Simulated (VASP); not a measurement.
The system is Al.

```
CELL_PARAMETERS angstrom
2.81245 0.00000 0.00000
-1.40623 2.43566 0.00000
0.00000 0.00000 4.86685
ATOMIC_POSITIONS crystal
Al 0.66667 0.33333 0.75000
Al 0.33333 0.66667 0.25000
```

```yaml
Program: VASP 6.6.1
Task: relaxation of cell and atoms
Functional: r2SCAN
Potentials_or_basis: VASP PAW PBE potentials, release 64 (Al)
Cutoff: 600 eV
k_mesh: 14 × 14 × 7
Occupations: methfessel-paxton, width 0.15 eV
Spin: no spin polarisation
```

At the start: pressure -3.3 GPa; volume 16.67 Å³/atom.

Question: Where does the relaxation end?

Answer: Over 5 steps the energy falls by 9.4 meV/atom and the volume is 15.97 Å³/atom (-4.2 %); space group P6_3/mmc (No. 194, to 0.05 Å).

The path:
```
step  energy change (eV)  largest force (eV/Å)  pressure (GPa)  volume (Å³)
   1              0.0000                0.0000           -3.30        33.34
   2             -0.0171                0.0000            0.80        31.71
   3             -0.0174                0.0000            0.29        31.89
   4             -0.0186                0.0000            0.12        31.92
   5             -0.0187                0.0000            0.07        31.93
```

Final structure:
```
CELL_PARAMETERS angstrom
2.79376 0.00000 0.00000
-1.39688 2.41947 0.00000
0.00000 0.00000 4.72444
ATOMIC_POSITIONS crystal
Al 0.66667 0.33333 0.75000
Al 0.33333 0.66667 0.25000
```

Caveat: the PAW data sets were made with another functional, which shifts forces and pressure a little.
